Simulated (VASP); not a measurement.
# Zn (Im-3m) in VASP: a series of runs

Zn is run at these levels: LDA; tasks: single point.

Everything below comes from runs of VASP 6.6.1. Logs are shortened: lines on timing, memory, paths and dates and some standing lists are left out, and cuts for length are marked.

### Step 1. The cell of the first run

The structure is cubic, space group Im-3m (No. 229). The conventional cell has a = 3.013 Å, b = 3.013 Å, c = 3.013 Å, α = 90.00°, β = 90.00°, γ = 90.00°. Zn (site symmetry m-3m) has 14 Zn at 2.61 to 3.01 Å within 3.4 Å.

### Step 2. Single point, LDA

Contents of INCAR:

```
SYSTEM = Zn
PREC = Accurate ; ENCUT = 520
EDIFF = 1E-7 ; ISMEAR = -1
SIGMA = 0.1 ; LREAL = .False.
LASPH = .True. ; NELM = 80
ALGO = Normal ; ISIF = 2
LWAVE = .False. ; LCHARG = .False.
NBANDS = 12
```

Contents of KPOINTS:

```
regular mesh
0
Gamma
  14 14 14
  0 0 0
```

Contents of POSCAR:

```
Zn
1.0
   -1.5063593275      1.5063593275      1.5063593275
    1.5063593275     -1.5063593275      1.5063593275
    1.5063593275      1.5063593275     -1.5063593275
Zn
1
Direct
    0.0000000000      0.0000000000      0.0000000000
```

Potentials or basis: VASP PAW LDA potentials, release 64 (Zn).

On the command line:

```bash
$ cat potpaw_LDA.64/Zn/POTCAR > POTCAR
$ mpirun -np 1 vasp_std > vasp.out
```

OUTCAR:

```text
SYSTEM = Zn
   PREC = Accurate
   ENCUT = 520
   EDIFF = 1E-7
   ISMEAR = -1
   LREAL = .False.
   LASPH = .True.
   NELM = 80
   ISIF = 2

 ion  position               nearest neighbor table
   1  0.000  0.000  0.000-

  LATTYP: Found a body centered cubic cell.
 ALAT       =     3.0127186550

  Lattice vectors:

 A1 = (  -1.5063593275,   1.5063593275,   1.5063593275)
 A2 = (   1.5063593275,  -1.5063593275,   1.5063593275)
 A3 = (   1.5063593275,   1.5063593275,  -1.5063593275)

Analysis of symmetry for initial positions (statically):
=====================================================================
 Subroutine PRICEL returns:
 Original cell was already a primitive cell.

 Routine SETGRP: Setting up the symmetry group for a
 body centered cubic supercell.

 Subroutine GETGRP returns: Found 48 space group operations
 (whereof 48 operations were pure point group operations)
 out of a pool of 48 trial point group operations.

The static configuration has the point symmetry O_h .

Analysis of symmetry for dynamics (positions and initial velocities):
=====================================================================
 Subroutine PRICEL returns:
 Original cell was already a primitive cell.

 Routine SETGRP: Setting up the symmetry group for a
 body centered cubic supercell.

 Subroutine GETGRP returns: Found 48 space group operations
 (whereof 48 operations were pure point group operations)
 out of a pool of 48 trial point group operations.

The dynamic configuration has the point symmetry O_h .

 Subroutine INISYM returns: Found 48 space group operations
 (whereof 48 operations are pure point group operations),
 and found     1 'primitive' translations

----------------------------------------------------------------------------------------

                                     Primitive cell

  volume of cell :      13.6724

  direct lattice vectors                    reciprocal lattice vectors
    -1.506359328  1.506359328  1.506359328     0.000000000  0.331926115  0.331926115
     1.506359328 -1.506359328  1.506359328     0.331926115  0.000000000  0.331926115
     1.506359328  1.506359328 -1.506359328     0.331926115  0.331926115  0.000000000

  length of vectors
     2.609090890  2.609090890  2.609090890     0.469414414  0.469414414  0.469414414

  position of ions in fractional coordinates (direct lattice)
     0.000000000  0.000000000  0.000000000

  ion indices of the primitive-cell ions
   primitive index   ion index
                 1           1

----------------------------------------------------------------------------------------

 KPOINTS: regular mesh

Automatic generation of k-mesh.
 Grid dimensions read from file:
 generate k-points for:   14   14   14

 Generating k-lattice:

  Cartesian coordinates                     Fractional coordinates (reciprocal lattice)
     0.000000000  0.023709008  0.023709008     0.071428571  0.000000000  0.000000000
     0.023709008  0.000000000  0.023709008     0.000000000  0.071428571  0.000000000
     0.023709008  0.023709008  0.000000000     0.000000000  0.000000000  0.071428571

  Length of vectors
     0.033529601  0.033529601  0.033529601

  Shift w.r.t. Gamma in fractional coordinates (k-lattice)
     0.000000000  0.000000000  0.000000000

 Subroutine IBZKPT returns following result:
 ===========================================

 Found    104 irreducible k-points:

 Following reciprocal coordinates:
            Coordinates               Weight
  0.000000  0.000000  0.000000      1.000000
  0.071429  0.000000  0.000000     12.000000
  0.142857  0.000000  0.000000     12.000000
  0.214286  0.000000  0.000000     12.000000
  0.285714  0.000000  0.000000     12.000000
  0.357143  0.000000  0.000000     12.000000
[... 16 lines left out ...]
  0.285714  0.285714  0.000000     24.000000
  0.357143  0.285714 -0.000000     24.000000
 [... further k-points ...]
   k-points           NKPTS =    104   k-points in BZ     NKDIM =    104   number of bands    NBANDS=     12
   number of dos      NEDOS =    301   number of ions     NIONS =      1
   total plane-waves  NPLWV =   8000
   dimension x,y,z NGX =    20 NGY =   20 NGZ =   20
   dimension x,y,z NGXF=    40 NGYF=   40 NGZF=   40
   ions per type =               1
   NGX,Y,Z   is equivalent  to a cutoff of  12.74, 12.74, 12.74 a.u.
   NGXF,Y,Z  is equivalent  to a cutoff of  25.49, 25.49, 25.49 a.u.
 SYSTEM =  Zn
   PREC   = accura    normal or accurate (medium, high low for compatibility)
   ISTART =      0    job   : 0-new  1-cont  2-samecut
   ICHARG =      2    charge: 1-file 2-atom 10-const
   ISPIN  =      1    spin polarized calculation?
   LNONCOLLINEAR =      F non collinear calculations
   LSORBIT =      F    spin-orbit coupling
   LASPH  =      T    aspherical Exc in radial PAW
   ENCUT  =  520.0 eV  38.22 Ry    6.18 a.u.   4.85  4.85  4.85*2*pi/ulx,y,z
   NELM   =     80;   NELMIN=  2; NELMDL= -5     # of ELM steps
   EDIFF  = 0.1E-06   stopping-criterion for ELM
   LREAL  =      F    real-space projection
   EDIFFG = 0.1E-05   stopping-criterion for IOM
   NSW    =      0    number of steps for IOM
   IBRION =     -1    ionic relax: 0-MD 1-quasi-New 2-CG
   NFREE  =      0    steps in history (QN), initial steepest desc. (CG)
   ISIF   =      2    stress and relaxation
   ISYM   =      2    0-nonsym 1-usesym 2-fastsym
   POTIM  = 0.5000    time-step for ionic-motion
   TEBEG  =    0.0;   TEEND  =   0.0 temperature during run
   PSTRESS=    0.0 pullay stress
   NELECT =      12.0000    total number of electrons
   NUPDOWN=      -1.0000    fix difference up-down
   EMIN   =  10.00;   EMAX   =-10.00  energy-range for DOS
   EFERMI =   0.00;   METHOD = LEGACY
   ISMEAR =    -1;   SIGMA  =   0.10  broadening in eV -4-tet -1-fermi 0-gaus
   EFERMI_NEDOS =   21; number of points for ismear=-14 and -15
   IALGO  =     38    algorithm
   IMIX   =      4    mixing-type and parameters
     AMIX     =   0.40;   BMIX     =  1.00
     AMIX_MAG =   1.60;   BMIX_MAG =  1.00
  volume/ion in A,a.u.               =      13.67        92.27
  Fermi-wavevector in a.u.,A,eV,Ry     =   1.567425  2.962003 33.427065  2.456820
  Thomas-Fermi vector in A             =   2.669606
   LORBIT       =      0    0 simple, 1 ext, 2 COOP (PROOUT), +10 PAW based schemes
   GGA     = CA    functional components
   LHFCALC =     F    Hartree Fock is set to
   AEXX    =    0.0000 exact exchange contribution
   IVDW    =     0    specifies the selected vdW correction
   LEPSILON=     F    determine dielectric tensor
   LRPA    =     F    only Hartree local field effects (RPA)
 non-spin polarized calculation
  energy-cutoff  :      520.00
  volume of cell :       13.67
 maximum number of plane-waves:       378
   NGX =  9   NGY =  9   NGZ =  9

 number of electron      11.9999986 magnetization

 Free energy of the ion-electron system (eV)
  ---------------------------------------------------
  ext. energy  EPLUGINS =         0.00000000
  ---------------------------------------------------
  free energy    TOTEN  =        -1.78035321 eV

  energy without entropy =       -1.77027002  energy(sigma->0) =       -1.77531161

 E-fermi :   3.8893     XC(G=0): -12.4785

 val. band max:        3.8741362997   @ k =   0.3571   0.1429   0.1429
 cond. band min:       3.9141042775   @ k =  -0.4286   0.5000   0.0714
 fundamental gap:      0.0399679778
 Fermi energy:         3.8893108096

 k-point     1 :       0.0000    0.0000    0.0000
  band No.  band energies     occupation
      1      -7.5745      2.00000
      2      -4.4137      2.00000
      3      -4.4137      2.00000
      4      -4.4137      2.00000
      5      -3.7889      2.00000
      6      -3.7889      2.00000
      7      24.6336      0.00000
      8      24.6336      0.00000
      9      24.6336      0.00000
     10      25.7197      0.00000
     11      25.7197      0.00000
     12      25.7197      0.00000

 k-point     2 :       0.0714    0.0000    0.0000
  band No.  band energies     occupation
      1      -7.3994      2.00000
      2      -4.4327      2.00000
      3      -4.4099      2.00000
      4      -4.3669      2.00000
      5      -3.8069      2.00000
      6      -3.7876      2.00000
      7      22.0221      0.00000
      8      23.3191      0.00000
      9      23.6807      0.00000
     10      24.6758      0.00000
     11      24.7745      0.00000
     12      25.6001      0.00000

 k-point     3 :       0.1429    0.0000    0.0000
  band No.  band energies     occupation
      1      -6.8883      2.00000
      2      -4.4860      2.00000
      3      -4.3949      2.00000
      4      -4.2338      2.00000
      5      -3.8464      2.00000
      6      -3.7837      2.00000
      7      18.0932      0.00000
      8      21.3524      0.00000
      9      21.9289      0.00000
     10      23.2995      0.00000
     11      23.9750      0.00000
     12      26.1356      0.00000

 k-point     4 :       0.2143    0.0000    0.0000
  band No.  band energies     occupation
      1      -6.1186      2.00000
      2      -4.5626      2.00000
      3      -4.3137      2.00000
      4      -4.0350      2.00000
      5      -3.8750      2.00000
      6      -3.7768      2.00000
      7      14.3152      0.00000
      8      19.5534      0.00000
      9      20.3293      0.00000
     10      22.1570      0.00000
     11      23.2622      0.00000
     12      27.1201      0.00000

 k-point     5 :       0.2857    0.0000    0.0000
  band No.  band energies     occupation
      1      -5.4319      2.00000
      2      -4.6471      2.00000
      3      -3.8760      2.00000
      4      -3.8309      2.00000
      5      -3.8049      2.00000
      6      -3.7673      2.00000
      7      10.7929      0.00000
      8      18.0542      0.00000
      9      19.0308      0.00000
     10      21.2835      0.00000
     11      22.7198      0.00000
     12      28.4857      0.00000

 k-point     6 :       0.3571    0.0000    0.0000
  band No.  band energies     occupation
      1      -5.2325      2.00000
      2      -4.7226      2.00000
      3      -3.8530      2.00000
      4      -3.7571      2.00000
      5      -3.5881      2.00000
      6      -2.5386      2.00000
      7       7.5706      0.00000
      8      16.9232      0.00000
      9      18.0784      0.00000
     10      20.6723      0.00000
     11      22.3554      0.00000
     12      30.1957      0.00000

 k-point     7 :       0.4286    0.0000    0.0000
  band No.  band energies     occupation
      1      -5.2332      2.00000
      2      -4.7747      2.00000
      3      -3.8310      2.00000
      4      -3.7491      2.00000
      5      -3.4321      2.00000
      6      -0.7516      2.00000
      7       4.7277      0.00046
      8      16.2165      0.00000
      9      17.4971      0.00000
     10      20.3114      0.00000
     11      22.1507      0.00000
     12      32.1841      0.00000

 k-point     8 :       0.5000    0.0000    0.0000
  band No.  band energies     occupation
      1      -5.2456      2.00000
      2      -4.7932      2.00000
      3      -3.8221      2.00000
      4      -3.7461      2.00000
      5      -3.3752      2.00000
      6       0.6493      2.00000
      7       2.9839      1.99977
      8      15.9758      0.00000
      9      17.3016      0.00000
     10      20.1924      0.00000
     11      22.0852      0.00000
     12      33.3670      0.00000
[... 166 lines left out ...]
 k-point    20 :       0.2143    0.2143    0.0000
  band No.  band energies     occupation
      1      -4.9268      2.00000
      2      -4.5901      2.00000
      3      -4.2972      2.00000
      4      -3.8955      2.00000
      5      -3.7064      2.00000
      6      -1.8811      2.00000
      7      10.0672      0.00000
      8      10.3157      0.00000
      9      16.8788      0.00000
     10      24.2523      0.00000
     11      25.4316      0.00000
     12      30.7103      0.00000

 k-point    21 :       0.2857    0.2143    0.0000
  band No.  band energies     occupation
      1      -4.9125      2.00000
      2      -4.6333      2.00000
      3      -4.1739      2.00000
      4      -3.8554      2.00000
      5      -3.6726      2.00000
      6      -0.2283      2.00000
      7       7.1457      0.00000
      8       9.4682      0.00000
      9      16.2269      0.00000
     10      24.1713      0.00000
     11      26.5306      0.00000
     12      31.0154      0.00000

 k-point    22 :       0.3571    0.2143   -0.0000
  band No.  band energies     occupation
      1      -4.9329      2.00000
      2      -4.6602      2.00000
      3      -4.1136      2.00000
      4      -3.8211      2.00000
      5      -3.6435      2.00000
      6       1.7472      2.00000
      7       4.4906      0.00488
      8       9.0936      0.00000
      9      15.8928      0.00000
     10      23.9872      0.00000
     11      28.1991      0.00000
     12      30.1970      0.00000

 k-point    23 :       0.2857    0.2857    0.0000
  band No.  band energies     occupation
      1      -4.8717      2.00000
      2      -4.5668      2.00000
      3      -4.2674      2.00000
      4      -3.8107      2.00000
      5      -3.6818      2.00000
      6       1.6887      2.00000
      7       6.5823      0.00000
      8       6.6143      0.00000
      9      15.7912      0.00000
     10      25.3869      0.00000
     11      26.5424      0.00000
     12      30.5949      0.00000

 k-point    24 :       0.3571    0.2857   -0.0000
  band No.  band energies     occupation
      1      -4.8651      2.00000
      2      -4.5274      2.00000
      3      -4.3120      2.00000
      4      -3.7756      2.00000
      5      -3.7005      2.00000
      6       3.6176      1.87603
      7       4.3479      0.02018
      8       6.4161      0.00000
      9      15.6433      0.00000
     10      25.6507      0.00000
     11      27.4465      0.00000
     12      29.0114      0.00000

 [... further k-points ...]
[... 5 lines left out ...]
  --------------------------------------------------------------------------------------
  -------------------------------------------------------------------------------------
  Total        0.0518402      0.0518402      0.0518402      0.0000000      0.0000000      0.0000000
  in kB        6.0747920      6.0747920      6.0747920      0.0000000      0.0000000      0.0000000
  external PRESSURE =       6.0747920 kB  Pullay stress =       0.0000000 kB

 VOLUME and BASIS-vectors are now :
 -----------------------------------------------------------------------------
  energy-cutoff  :      520.00
  volume of cell :       13.67
      direct lattice vectors                 reciprocal lattice vectors
    -1.506359328  1.506359328  1.506359328     0.000000000  0.331926115  0.331926115
     1.506359328 -1.506359328  1.506359328     0.331926115  0.000000000  0.331926115
     1.506359328  1.506359328 -1.506359328     0.331926115  0.331926115  0.000000000

 POSITION                                       TOTAL-FORCE (eV/Angst)
 -----------------------------------------------------------------------------------
      0.00000      0.00000      0.00000         0.000000      0.000000      0.000000
 -----------------------------------------------------------------------------------
    total drift:                                0.000000     -0.000000      0.000000

  FREE ENERGIE OF THE ION-ELECTRON SYSTEM (eV)
  ---------------------------------------------------
  free  energy   TOTEN  =        -1.7803532110 eV

  energy  without entropy=       -1.7702700180  energy(sigma->0) =       -1.77531161
```

It took 7.1 s on 1 thread of Intel Xeon 6975P-C, shared host; peak memory 0.13 GiB.

Results:

* Free energy: -1.7804 eV
* Pressure: 0.6 GPa
* Band gap on the k mesh: zero (band 6 reaches 8.14 eV, above the bottom of band 7 at 2.98 eV)

Levels at points of the mesh, in eV from the Fermi level:
| k point | band 4 | band 5 | band 6 | band 7 | band 8 | band 9 |
| --- | --- | --- | --- | --- | --- | --- |
| (0.00, 0.00, 0.00) | -8.30 | -7.68 | -7.68 | 20.74 | 20.74 | 20.74 |
| (0.50, 0.00, 0.00) | -7.64 | -7.26 | -3.24 | -0.91 | 12.09 | 13.41 |
| (0.50, 0.50, 0.50) | -7.36 | -7.36 | 4.25 | 4.25 | 4.25 | 8.69 |

### Step 3. Single point, LDA (volume scaled by 0.88)

Contents of INCAR:

```
SYSTEM = Zn
PREC = Accurate ; ENCUT = 520
EDIFF = 1E-6 ; ISMEAR = -1
SIGMA = 0.1 ; LREAL = .FALSE.
LASPH = .TRUE. ; NELM = 60
ALGO = Normal ; ISIF = 2
LWAVE = .FALSE. ; LCHARG = .FALSE.
GGA = CA ; NBANDS = 12
```

Contents of KPOINTS:

```
regular mesh
0
G
  16 16 16
  0 0 0
```

Contents of POSCAR:

```
Zn
1.0
   -1.4435199987      1.4435199987      1.4435199987
    1.4435199987     -1.4435199987      1.4435199987
    1.4435199987      1.4435199987     -1.4435199987
Zn
1
Direct
    0.0000000000      0.0000000000      0.0000000000
```

Potentials or basis: VASP PAW LDA potentials, release 64 (Zn).

On the command line:

```bash
$ cat potpaw_LDA.64/Zn/POTCAR > POTCAR
$ mpirun -np 1 vasp_std > vasp.out
```

OUTCAR:

```text
SYSTEM = Zn
   PREC = Accurate
   ENCUT = 520
   EDIFF = 1E-6
   ISMEAR = -1
   LREAL = .FALSE.
   LASPH = .TRUE.
   NELM = 60
   ISIF = 2
   GGA = CA

 ion  position               nearest neighbor table
   1  0.000  0.000  0.000-

  LATTYP: Found a body centered cubic cell.
 ALAT       =     2.8870399974

  Lattice vectors:

 A1 = (  -1.4435199987,   1.4435199987,   1.4435199987)
 A2 = (   1.4435199987,  -1.4435199987,   1.4435199987)
 A3 = (   1.4435199987,   1.4435199987,  -1.4435199987)

Analysis of symmetry for initial positions (statically):
[... 528 lines left out ...]
      5      -2.8758      2.00000
      6      -0.9268      2.00000
      7      10.6085      0.00000
      8      12.7713      0.00000
      9      19.0500      0.00000
     10      26.4926      0.00000
     11      29.0420      0.00000
     12      33.1749      0.00000

 [... further k-points ...]
[... 5 lines left out ...]
  --------------------------------------------------------------------------------------
  -------------------------------------------------------------------------------------
  Total        1.3727841      1.3727841      1.3727841      0.0000000      0.0000000     -0.0000000
  in kB      182.8034674    182.8034674    182.8034674      0.0000000      0.0000000     -0.0000000
  external PRESSURE =     182.8034674 kB  Pullay stress =       0.0000000 kB

 VOLUME and BASIS-vectors are now :
 -----------------------------------------------------------------------------
  energy-cutoff  :      520.00
  volume of cell :       12.03
      direct lattice vectors                 reciprocal lattice vectors
    -1.443519999  1.443519999  1.443519999     0.000000000  0.346375527  0.346375527
     1.443519999 -1.443519999  1.443519999     0.346375527  0.000000000  0.346375527
     1.443519999  1.443519999 -1.443519999     0.346375527  0.346375527  0.000000000

 POSITION                                       TOTAL-FORCE (eV/Angst)
 -----------------------------------------------------------------------------------
      0.00000      0.00000      0.00000        -0.000000      0.000000      0.000000
 -----------------------------------------------------------------------------------
    total drift:                                0.000000     -0.000000      0.000000

  FREE ENERGIE OF THE ION-ELECTRON SYSTEM (eV)
  ---------------------------------------------------
  free  energy   TOTEN  =        -1.6951573735 eV

  energy  without entropy=       -1.6852510584  energy(sigma->0) =       -1.69020422
```

It took 9.1 s on 1 thread of Intel Xeon 6975P-C, shared host; peak memory 0.13 GiB.

What came out:

| Item | Value |
| --- | --- |
| Free energy | -1.6952 eV |
| Pressure | 18.3 GPa |
| Band gap on the k mesh | zero (band 6 reaches 9.51 eV, above the bottom of band 7 at 4.41 eV) |

Levels at points of the mesh, in eV from the Fermi level:
```tsv
k point	band 3	band 4	band 5	band 6	band 7	band 8	band 9	band 10
(0.00, 0.00, 0.00)	-8.97	-8.97	-8.19	-8.19	22.81	22.81	22.81	23.03
(0.50, 0.00, 0.00)	-8.23	-8.13	-7.67	-4.04	-0.79	13.12	14.15	17.33
(0.50, 0.50, 0.50)	-7.79	-7.79	-7.79	4.31	4.31	4.31	9.45	9.45
```

[end of part 1 of 2]
